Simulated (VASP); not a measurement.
# Al3BP4 (Pmm2) in VASP: a series of runs

Al3BP4 is run at these levels: PBE; tasks: single point, relaxation of cell and atoms.

Program: VASP 6.6.1. These are calculated values, not measurements. Logs are shortened: lines on timing, memory, paths and dates and some standing lists are left out, and cuts for length are marked.

## 1. The cell of the first run

Symmetry: Pmm2, No. 25, orthorhombic system. Conventional cell: a = 3.625 Å, b = 7.250 Å, c = 5.126 Å, α = 90.00°, β = 90.00°, γ = 90.00°. Al (site symmetry m) has 4 P at 2.22 Å within 2.9 Å. Al (site symmetry mm2) has 4 P at 2.22 Å within 2.9 Å. Within 2.9 Å of B (site symmetry mm2) lie 4 P at 2.22 Å. Within 2.9 Å of P (site symmetry m) lie 1 B at 2.22 Å and 3 Al at 2.22 Å. Within 2.9 Å of P (site symmetry mm2) lie 2 Al at 2.22 Å and 2 B at 2.22 Å. Within 2.9 Å of P (site symmetry mm2) lie 4 Al at 2.22 Å.

## 2. Single point, PBE

File INCAR:

```
SYSTEM = Al3BP4
  PREC = Accurate
  ENCUT = 520
  EDIFF = 1E-6
  ISMEAR = 0
  SIGMA = 0.1
  LREAL = .FALSE.
  LASPH = .TRUE.
  NELM = 60
  ALGO = Normal
  ISIF = 2
  LWAVE = .FALSE.
  LCHARG = .TRUE.
  GGA = PE
  LELF = .TRUE.
  LVHAR = .TRUE.
  NBANDS = 26
```

File KPOINTS:

```
Automatic mesh
0
G
  6 4 4
  0 0 0
```

File POSCAR:

```
Al3BP4
1.0
    3.6248083400      0.0000000000      0.0000000000
    0.0000000000      7.2496166700      0.0000000000
    0.0000000000      0.0000000000      5.1262531100
Al B P
3 1 4
Direct
    0.0000000000      0.7500000000      0.0000000000
    0.0000000000      0.2500000000      0.0000000000
    0.5000000000      0.0000000000      0.5000000000
    0.5000000000      0.5000000000      0.5000000000
    0.5000000000      0.7500000000      0.7500000000
    0.0000000000      0.5000000000      0.2500000000
    0.5000000000      0.2500000000      0.7500000000
    0.0000000000      0.0000000000      0.2500000000
```

Potentials or basis: VASP PAW PBE potentials, release 64 (Al, B, P).

On the command line:

```
> cat potpaw_PBE.64/Al/POTCAR potpaw_PBE.64/B/POTCAR potpaw_PBE.64/P/POTCAR > POTCAR
> mpirun -np 1 vasp_std > vasp.out
```

OUTCAR:

```text
SYSTEM = Al3BP4
   PREC = Accurate
   ENCUT = 520
   EDIFF = 1E-6
   ISMEAR = 0
   LREAL = .FALSE.
   LASPH = .TRUE.
   NELM = 60
   ISIF = 2
   GGA = PE

 ion  position               nearest neighbor table
   1  0.000  0.750  0.000-   6 2.22   8 2.22   5 2.22   5 2.22
   2  0.000  0.250  0.000-   6 2.22   8 2.22   7 2.22   7 2.22
   3  0.500  0.000  0.500-   5 2.22   7 2.22   8 2.22   8 2.22
   4  0.500  0.500  0.500-   5 2.22   7 2.22   6 2.22   6 2.22
   5  0.500  0.750  0.750-   3 2.22   4 2.22   1 2.22   1 2.22
   6  0.000  0.500  0.250-   1 2.22   2 2.22   4 2.22   4 2.22
   7  0.500  0.250  0.750-   3 2.22   4 2.22   2 2.22   2 2.22
   8  0.000  0.000  0.250-   1 2.22   2 2.22   3 2.22   3 2.22

  LATTYP: Found a simple orthorhombic cell.
 ALAT       =     3.6248083400
 B/A-ratio  =     1.4142135609
 C/A-ratio  =     1.9999999972

  Lattice vectors:

 A1 = (  -3.6248083400,   0.0000000000,   0.0000000000)
 A2 = (   0.0000000000,   0.0000000000,   5.1262531100)
 A3 = (   0.0000000000,   7.2496166700,   0.0000000000)

Analysis of symmetry for initial positions (statically):
=====================================================================
 Subroutine PRICEL returns:
 Original cell was already a primitive cell.

 Routine SETGRP: Setting up the symmetry group for a
 simple orthorhombic supercell.

 Subroutine GETGRP returns: Found  4 space group operations
 (whereof  4 operations were pure point group operations)
 out of a pool of  8 trial point group operations.

The static configuration has the point symmetry C_2v.

Analysis of symmetry for dynamics (positions and initial velocities):
=====================================================================
 Subroutine PRICEL returns:
 Original cell was already a primitive cell.

 Routine SETGRP: Setting up the symmetry group for a
 simple orthorhombic supercell.

 Subroutine GETGRP returns: Found  4 space group operations
 (whereof  4 operations were pure point group operations)
 out of a pool of  8 trial point group operations.

The dynamic configuration has the point symmetry C_2v.

 Subroutine INISYM returns: Found  4 space group operations
 (whereof  4 operations are pure point group operations),
 and found     1 'primitive' translations

----------------------------------------------------------------------------------------

                                     Primitive cell

  volume of cell :     134.7101

  direct lattice vectors                    reciprocal lattice vectors
     3.624808340  0.000000000  0.000000000     0.275876655  0.000000000  0.000000000
     0.000000000  7.249616670  0.000000000     0.000000000  0.137938328  0.000000000
     0.000000000  0.000000000  5.126253110     0.000000000  0.000000000  0.195074254

  length of vectors
     3.624808340  7.249616670  5.126253110     0.275876655  0.137938328  0.195074254

  position of ions in fractional coordinates (direct lattice)
     0.000000000  0.750000000  0.000000000
     0.000000000  0.250000000  0.000000000
     0.500000000  0.000000000  0.500000000
     0.500000000  0.500000000  0.500000000
     0.500000000  0.750000000  0.750000000
     0.000000000  0.500000000  0.250000000
     0.500000000  0.250000000  0.750000000
     0.000000000  0.000000000  0.250000000

  ion indices of the primitive-cell ions
   primitive index   ion index
                 1           1
                 2           2
                 3           3
                 4           4
                 5           5
                 6           6
                 7           7
                 8           8

----------------------------------------------------------------------------------------

 KPOINTS: Automatic mesh

Automatic generation of k-mesh.
 Grid dimensions read from file:
 generate k-points for:    6    4    4

 Generating k-lattice:

  Cartesian coordinates                     Fractional coordinates (reciprocal lattice)
     0.045979443  0.000000000  0.000000000     0.166666667  0.000000000  0.000000000
     0.000000000  0.034484582  0.000000000     0.000000000  0.250000000  0.000000000
     0.000000000  0.000000000  0.048768563     0.000000000  0.000000000  0.250000000

  Length of vectors
     0.045979443  0.034484582  0.048768563

  Shift w.r.t. Gamma in fractional coordinates (k-lattice)
     0.000000000  0.000000000  0.000000000

 Subroutine IBZKPT returns following result:
 ===========================================

 Found     36 irreducible k-points:

 Following reciprocal coordinates:
            Coordinates               Weight
  0.000000  0.000000  0.000000      1.000000
  0.166667  0.000000  0.000000      2.000000
  0.333333  0.000000  0.000000      2.000000
  0.500000  0.000000  0.000000      1.000000
  0.000000  0.250000  0.000000      2.000000
  0.166667  0.250000  0.000000      4.000000
[... 16 lines left out ...]
  0.333333  0.500000  0.250000      4.000000
  0.500000  0.500000  0.250000      2.000000
 [... further k-points ...]
   k-points           NKPTS =     36   k-points in BZ     NKDIM =     36   number of bands    NBANDS=     26
   number of dos      NEDOS =    301   number of ions     NIONS =      8
   total plane-waves  NPLWV =  60480
   dimension x,y,z NGX =    28 NGY =   54 NGZ =   40
   dimension x,y,z NGXF=    56 NGYF=  108 NGZF=   80
   ions per type =               3   1   4
   NGX,Y,Z   is equivalent  to a cutoff of  12.84, 12.38, 12.97 a.u.
   NGXF,Y,Z  is equivalent  to a cutoff of  25.68, 24.77, 25.94 a.u.
 SYSTEM =  Al3BP4
   PREC   = accura    normal or accurate (medium, high low for compatibility)
   ISTART =      0    job   : 0-new  1-cont  2-samecut
   ICHARG =      2    charge: 1-file 2-atom 10-const
   ISPIN  =      1    spin polarized calculation?
   LNONCOLLINEAR =      F non collinear calculations
   LSORBIT =      F    spin-orbit coupling
   LASPH  =      T    aspherical Exc in radial PAW
   ENCUT  =  520.0 eV  38.22 Ry    6.18 a.u.   6.74 13.48  9.53*2*pi/ulx,y,z
   NELM   =     60;   NELMIN=  2; NELMDL= -5     # of ELM steps
   EDIFF  = 0.1E-05   stopping-criterion for ELM
   LREAL  =      F    real-space projection
   EDIFFG = 0.1E-04   stopping-criterion for IOM
   NSW    =      0    number of steps for IOM
   IBRION =     -1    ionic relax: 0-MD 1-quasi-New 2-CG
   NFREE  =      0    steps in history (QN), initial steepest desc. (CG)
   ISIF   =      2    stress and relaxation
   ISYM   =      2    0-nonsym 1-usesym 2-fastsym
   POTIM  = 0.5000    time-step for ionic-motion
   TEBEG  =    0.0;   TEEND  =   0.0 temperature during run
   PSTRESS=    0.0 pullay stress
   NELECT =      32.0000    total number of electrons
   NUPDOWN=      -1.0000    fix difference up-down
   EMIN   =  10.00;   EMAX   =-10.00  energy-range for DOS
   EFERMI =   0.00;   METHOD = LEGACY
   ISMEAR =     0;   SIGMA  =   0.10  broadening in eV -4-tet -1-fermi 0-gaus
   EFERMI_NEDOS =   21; number of points for ismear=-14 and -15
   IALGO  =     38    algorithm
   IMIX   =      4    mixing-type and parameters
     AMIX     =   0.40;   BMIX     =  1.00
     AMIX_MAG =   1.60;   BMIX_MAG =  1.00
  volume/ion in A,a.u.               =      16.84       113.63
  Fermi-wavevector in a.u.,A,eV,Ry     =   1.013891  1.915977 13.986460  1.027976
  Thomas-Fermi vector in A             =   2.147087
   LORBIT       =      0    0 simple, 1 ext, 2 COOP (PROOUT), +10 PAW based schemes
   GGA     = PE    functional components
   LHFCALC =     F    Hartree Fock is set to
   AEXX    =    0.0000 exact exchange contribution
   IVDW    =     0    specifies the selected vdW correction
   LEPSILON=     F    determine dielectric tensor
   LRPA    =     F    only Hartree local field effects (RPA)
 non-spin polarized calculation
 Gauss-broadening in eV      SIGMA  =   0.10
  energy-cutoff  :      520.00
  volume of cell :      134.71
 maximum number of plane-waves:      3682
 NGX is ok and might be reduce to    28
   NGX = 13   NGY = 27   NGZ = 19

 number of electron      32.0000000 magnetization

 Free energy of the ion-electron system (eV)
  ---------------------------------------------------
  ext. energy  EPLUGINS =         0.00000000
  ---------------------------------------------------
  free energy    TOTEN  =       -40.92685469 eV

  energy without entropy =      -40.92685469  energy(sigma->0) =      -40.92685469

 E-fermi :   6.2710     XC(G=0):  -9.8263

 val. band max:        5.8412056110   @ k =   0.0000   0.0000   0.0000
 cond. band min:       7.1309174551   @ k =   0.5000   0.0000   0.0000
 fundamental gap:      1.2897118441
 Fermi energy:         6.2709841195

 k-point     1 :       0.0000    0.0000    0.0000
  band No.  band energies     occupation
      1      -6.9055      2.00000
      2      -4.9651      2.00000
      3      -4.9024      2.00000
      4      -3.8286      2.00000
      5      -0.5318      2.00000
      6       0.6430      2.00000
[... 18 lines left out ...]
     25      11.8216      0.00000
     26      12.1232      0.00000

 k-point     2 :       0.1667    0.0000    0.0000
  band No.  band energies     occupation
      1      -6.6579      2.00000
      2      -4.7570      2.00000
      3      -4.6961      2.00000
      4      -3.8072      2.00000
      5      -0.4001      2.00000
      6       0.5906      2.00000
[... 18 lines left out ...]
     25      10.9010      0.00000
     26      11.1315      0.00000

 k-point     3 :       0.3333    0.0000    0.0000
  band No.  band energies     occupation
      1      -5.9509      2.00000
      2      -4.2572      2.00000
      3      -4.1799      2.00000
      4      -4.0174      2.00000
      5      -0.4117      2.00000
      6       0.3037      2.00000
[... 18 lines left out ...]
     25      12.2118      0.00000
     26      12.9036      0.00000

 k-point     4 :       0.5000    0.0000    0.0000
  band No.  band energies     occupation
      1      -4.9590      2.00000
      2      -4.9248      2.00000
      3      -3.8275      2.00000
      4      -3.8184      2.00000
      5      -0.8118      2.00000
      6      -0.1912      2.00000
[... 18 lines left out ...]
     25      12.4812      0.00000
     26      12.7049      0.00000

 k-point     5 :       0.0000    0.2500    0.0000
  band No.  band energies     occupation
      1      -6.7673      2.00000
      2      -5.7083      2.00000
      3      -4.2330      2.00000
      4      -3.8075      2.00000
      5      -0.4648      2.00000
      6       0.2180      2.00000
[... 18 lines left out ...]
     25      11.3307      0.00000
     26      11.8787      0.00000

 k-point     6 :       0.1667    0.2500    0.0000
  band No.  band energies     occupation
      1      -6.5208      2.00000
      2      -5.4771      2.00000
      3      -4.0818      2.00000
      4      -3.7688      2.00000
      5      -0.3702      2.00000
      6       0.2592      2.00000
[... 427 lines left out ...]
 k-point    21 :       0.0000    0.5000    0.2500
  band No.  band energies     occupation
      1      -6.1635      2.00000
      2      -6.0275      2.00000
      3      -4.4563      2.00000
      4      -4.3520      2.00000
      5      -0.1477      2.00000
      6       0.2112      2.00000
[... 18 lines left out ...]
     25      11.5081      0.00000
     26      11.5470      0.00000

 k-point    22 :       0.1667    0.5000    0.2500
  band No.  band energies     occupation
      1      -5.9281      2.00000
      2      -5.7960      2.00000
      3      -4.3205      2.00000
      4      -4.2092      2.00000
      5      -0.0826      2.00000
      6       0.3461      2.00000
[... 18 lines left out ...]
     25      11.5290      0.00000
     26      11.6699      0.00000

 k-point    23 :       0.3333    0.5000    0.2500
  band No.  band energies     occupation
      1      -5.2782      2.00000
      2      -5.1541      2.00000
      3      -4.1236      2.00000
      4      -3.9913      2.00000
      5      -0.3234      2.00000
      6       0.1508      2.00000
[... 18 lines left out ...]
     25      12.1417      0.00000
     26      12.3708      0.00000

 k-point    24 :       0.5000    0.5000    0.2500
  band No.  band energies     occupation
      1      -4.5162      2.00000
      2      -4.4238      2.00000
      3      -4.4223      2.00000
      4      -4.2564      2.00000
      5      -0.4610      2.00000
      6       0.1688      2.00000
[... 18 lines left out ...]
     25      11.7287      0.00000
     26      12.3125      0.00000

 [... further k-points ...]

------------------------ aborting loop because EDIFF is reached ----------------------------------------

  FORCE on cell =-STRESS in cart. coord.  units (eV):
  Direction    XX          YY          ZZ          XY          YZ          ZX
  --------------------------------------------------------------------------------------
  -------------------------------------------------------------------------------------
  Total       11.9044437     11.9594352     11.5788997      0.0000000      0.0000000      0.0000000
  in kB      141.5857517    142.2397936    137.7138873      0.0000000      0.0000000      0.0000000
  external PRESSURE =     140.5131442 kB  Pullay stress =       0.0000000 kB

 VOLUME and BASIS-vectors are now :
 -----------------------------------------------------------------------------
  energy-cutoff  :      520.00
  volume of cell :      134.71
      direct lattice vectors                 reciprocal lattice vectors
     3.624808340  0.000000000  0.000000000     0.275876655  0.000000000  0.000000000
     0.000000000  7.249616670  0.000000000     0.000000000  0.137938328  0.000000000
     0.000000000  0.000000000  5.126253110     0.000000000  0.000000000  0.195074254

 POSITION                                       TOTAL-FORCE (eV/Angst)
 -----------------------------------------------------------------------------------
      0.00000      5.43721      0.00000         0.000000     -0.073403      0.005911
      0.00000      1.81240      0.00000         0.000000      0.073403      0.005911
      1.81240      0.00000      2.56313         0.000000      0.000000     -0.117064
      1.81240      3.62481      2.56313         0.000000      0.000000     -0.053143
      1.81240      5.43721      3.84469         0.000000     -2.805390     -1.839918
      0.00000      3.62481      1.28156         0.000000      0.000000      3.948090
      1.81240      1.81240      3.84469         0.000000      2.805390     -1.839918
      0.00000      0.00000      1.28156         0.000000      0.000000     -0.109869
 -----------------------------------------------------------------------------------
    total drift:                               -0.000000      0.000000     -0.000017

  FREE ENERGIE OF THE ION-ELECTRON SYSTEM (eV)
  ---------------------------------------------------
  free  energy   TOTEN  =       -40.9268546889 eV

  energy  without entropy=      -40.9268546889  energy(sigma->0) =      -40.92685469
```

Wall time 86 s (1 thread of AMD EPYC 9R14 (Zen 4), shared host); peak memory 0.26 GiB.

What came out:

| Item | Value |
| --- | --- |
| Free energy | -40.9269 eV |
| Pressure | 14.1 GPa |
| Largest force | 3.948 eV/Å |
| Band gap on the k mesh | 1.29 eV (least direct gap 1.35 eV) |

Forces in eV/Å, atoms in the order of the input:
```
Al   0.000 -0.073  0.006
Al   0.000  0.073  0.006
Al   0.000  0.000 -0.117
B    0.000  0.000 -0.053
P    0.000 -2.805 -1.840
P    0.000  0.000  3.948
P    0.000  2.805 -1.840
P    0.000  0.000 -0.110
```

Stress tensor (GPa, compression positive):
```
14.16  0.00  0.00
 0.00 14.22  0.00
 0.00  0.00 13.77
```

Levels at points of the mesh, in eV from the valence-band top:
| k point | band 12 | band 13 | band 14 | band 15 | band 16 | band 17 | band 18 | band 19 | band 20 | band 21 |
| --- | --- | --- | --- | --- | --- | --- | --- | --- | --- | --- |
| (0.00, 0.00, 0.00) | -1.27 | -1.02 | -0.12 | -0.02 | 0.00 | 1.35 | 1.89 | 3.28 | 3.59 | 3.88 |
| (0.50, 0.00, 0.00) | -2.69 | -2.69 | -2.56 | -1.26 | -1.03 | 1.29 | 1.32 | 1.34 | 2.62 | 3.73 |
| (0.00, 0.50, 0.00) | -2.19 | -1.48 | -1.35 | -0.25 | -0.21 | 2.12 | 2.22 | 4.00 | 4.01 | 4.02 |
| (0.50, 0.50, 0.00) | -3.15 | -2.68 | -2.62 | -2.49 | -2.44 | 2.45 | 2.73 | 2.82 | 3.08 | 3.10 |
| (0.00, 0.00, 0.50) | -1.57 | -1.10 | -1.09 | -0.98 | -0.92 | 1.69 | 2.40 | 3.06 | 3.65 | 4.02 |
| (0.50, 0.00, 0.50) | -3.59 | -1.13 | -1.06 | -1.01 | -0.92 | 2.29 | 3.58 | 3.94 | 4.15 | 4.42 |
| (0.00, 0.50, 0.50) | -1.54 | -1.42 | -1.41 | -1.32 | -1.18 | 2.60 | 3.51 | 3.70 | 3.72 | 4.32 |
| (0.50, 0.50, 0.50) | -2.98 | -2.00 | -1.99 | -1.99 | -1.83 | 3.22 | 3.80 | 3.94 | 4.09 | 4.38 |

Caveat: the cell stands under pressure; forces of over 1 eV/Å act on the atoms, so gaps and moduli don't describe the material at rest. A k mesh can miss the band edges.

## 3. Single point, PBE

This run uses another cell than the first one, of 18.35 Å³/atom.

File INCAR:

```
SYSTEM = Al3BP4
PREC = Accurate ; ENCUT = 520
EDIFF = 1E-6 ; ISMEAR = 0
SIGMA = 0.1 ; LREAL = .FALSE.
LASPH = .TRUE. ; NELM = 100
ALGO = Normal ; ISIF = 2
LWAVE = .FALSE. ; LCHARG = .TRUE.
GGA = PE ; LELF = .TRUE.
LVHAR = .TRUE. ; NBANDS = 26
```

KPOINTS is that of step 2.

File POSCAR:

```
Al3BP4
1.0
    3.6906943284      0.0000000000      0.0000000000
    0.0000000000      7.4697613401      0.0000000000
    0.0000000000      0.0000000000      5.3245566809
Al B P
3 1 4
Direct
    0.0000000000      0.7306519095      0.0017537075
    0.0000000000      0.2693480905      0.0017537075
    0.5000000000      0.0000000000      0.4980370955
    0.5000000000      0.5000000000      0.5101100602
    0.5000000000      0.7203067624      0.7273611151
    0.0000000000      0.5000000000      0.3066362045
    0.5000000000      0.2796932376      0.7273611151
    0.0000000000      0.0000000000      0.2269869944
```

Potentials or basis: VASP PAW PBE potentials, release 64 (Al, B, P).

On the command line:

```
> cat potpaw_PBE.64/Al/POTCAR potpaw_PBE.64/B/POTCAR potpaw_PBE.64/P/POTCAR > POTCAR
> mpirun -np 1 vasp_std > vasp.out
```

It took 90 s on 1 thread of AMD EPYC 9R14 (Zen 4), shared host; peak memory 0.27 GiB.

Results (log left out):

| Quantity | Value |
| --- | --- |
| Free energy | -42.8782 eV |
| Pressure | 0.0 GPa |
| Largest force | 0.024 eV/Å |
| Band gap on the k mesh | 0.99 eV |

Forces on the atoms (eV/Å):
```
Al   0.000 -0.008 -0.003
Al   0.000  0.008 -0.003
Al   0.000  0.000 -0.022
B    0.000  0.000  0.022
P    0.000 -0.013  0.006
P    0.000  0.000 -0.024
P    0.000  0.013  0.006
P    0.000  0.000  0.019
```

Stress tensor (GPa, compression positive):
```
-0.07  0.00  0.00
 0.00  0.01  0.00
 0.00  0.00  0.05
```

Levels at points of the mesh, in eV from the valence-band top:
```
           k point  band 13  band 14  band 15  band 16  band 17  band 18  band 19  band 20
(0.00, 0.00, 0.00)    -0.77    -0.28    -0.23     0.00     0.99     1.49     3.02     3.41
(0.50, 0.00, 0.00)    -2.61    -2.46    -1.48    -0.97     1.05     1.33     1.80     2.10
(0.00, 0.50, 0.00)    -1.65    -1.20    -0.27    -0.12     1.29     2.51     3.29     3.70
(0.50, 0.50, 0.00)    -2.86    -2.40    -2.40    -2.06     2.36     2.57     2.63     2.67
(0.00, 0.00, 0.50)    -1.19    -0.93    -0.87    -0.68     1.30     2.06     2.92     3.03
(0.50, 0.00, 0.50)    -1.53    -1.28    -1.19    -0.83     1.94     2.65     3.57     3.67
(0.00, 0.50, 0.50)    -1.22    -1.05    -0.92    -0.89     1.89     3.29     3.40     3.90
(0.50, 0.50, 0.50)    -2.04    -1.99    -1.99    -1.97     2.80     3.37     3.57     3.69
```

A k mesh can miss the band edges.

(Part 1 of 2 ends here.)
